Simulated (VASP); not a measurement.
Set up this calculation in VASP 6.6.1, as the native input.

* Task: single point
* Functional: LDA
* Potentials or basis: VASP PAW LDA potentials, release 64 (Sr_sv)
* Cutoff: 520 eV
* k mesh: 11 × 11 × 11
* Occupations: fermi-dirac, width 0.1 eV
* Spin: no spin polarisation
* Dipole correction: no
* Further INCAR settings: ALGO = Normal; EDIFF = 1e-07; NBANDS = 17

The structure of Sr lies in POSCAR:

```
Sr
1.0
   -3.5244886551      3.5244886551      1.8995085201
    3.5244886551     -3.5244886551      1.8995085201
    3.5244886551      3.5244886551     -1.8995085201
Sr
2
Direct
   -0.3750000000     -0.1250000000     -0.2500000000
    0.3750000000      0.1250000000      0.2500000000
```

The input as run:

INCAR

```
SYSTEM = Sr
PREC = Accurate
ENCUT = 520
EDIFF = 1E-7
ISMEAR = -1
SIGMA = 0.1
LREAL = .FALSE.
LASPH = .TRUE.
NELM = 100
ALGO = Normal
ISIF = 2
LWAVE = .FALSE.
LCHARG = .TRUE.
GGA = CA
LELF = .TRUE.
LVHAR = .TRUE.
NBANDS = 17
```

KPOINTS

```
regular mesh
0
G
  11 11 11
  0 0 0
```

Potentials or basis: VASP PAW LDA potentials, release 64 (Sr_sv).

The run is started by

```bash
$ cat potpaw_LDA.64/Sr_sv/POTCAR > POTCAR
$ mpirun -np 1 vasp_std > vasp.out
```

Results of the run:

```yaml
Pressure: 0.1 GPa
Band_gap_on_the_k_mesh: zero (band 10 reaches 2.24 eV, above the bottom of band 11 at 1.66 eV)
```

It took 3.2 min on 1 thread of Intel Xeon 6975P-C (shared host), peak memory 0.32 GiB.
